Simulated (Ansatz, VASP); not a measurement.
**Two plane-wave programs on Sr**

```
Sr
1.0
     6.89105    0.00000    0.00000
    -3.44553    5.96783    0.00000
     0.00000    0.00000    4.13092
Sr
3
Direct
  0.00000 0.00000 0.00000
  0.33333 0.66667 0.50000
  0.66667 0.33333 0.50000
```

Alike in both runs: task single point; functional RPBE; k mesh 7 × 7 × 10; occupations fermi-dirac, width 0.1 eV; no spin polarisation.

|  | VASP | Ansatz |
| --- | --- | --- |
| version | VASP 6.6.1 | Ansatz 0.2.0 |
| potentials or method | VASP PAW PBE potentials, release 64 (Sr_sv), cutoff 520 eV | plane waves (420 eV) with PAW, scalar-relativistic |
| valence electrons in the cell | 30 | 30 |

```csv
,VASP,Ansatz,Ansatz less VASP
pressure (GPa),0.5,0.5,-0.01
"traceless stress, the component that is largest in VASP (GPa)",-0.05,-0.05,+0.001
```

VASP's potentials were made for PBE, not for RPBE.
